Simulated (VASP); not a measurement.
The system is As, a slab with vacuum.

```
As
1.0
     3.57490    0.00000    0.00000
    -1.78745    3.09596    0.00000
     0.00000    0.00000   26.41564
As
2
Direct
  0.33333 0.66667 0.32062
  0.66667 0.33333 0.37245
```

Base run:

```yaml
Program: VASP 6.6.1
Functional: r2SCAN
Potentials_or_basis: VASP PAW PBE potentials, release 64 (As)
Cutoff: 520 eV
k_mesh: 6 × 6 × 1
Occupations: gaussian, width 0.01 eV
Spin: no spin polarisation
```

Its results: band gap on the k mesh 1.99 eV (least direct gap 2.52 eV); largest force 0.035 eV/Å.

**Question.** The run is repeated on the same cell with these changes: functional from r2SCAN to LDA; potentials or basis from VASP PAW PBE potentials, release 64 (As) to VASP PAW LDA potentials, release 64 (As). What comes out?

**Answer.** Band gap on the k mesh 1.59 eV (least direct gap 1.93 eV); largest force 0.023 eV/Å.

Caveats: the PAW data sets were made with another functional, which shifts forces and pressure a little (at least some runs).

A k mesh can miss the band edges.
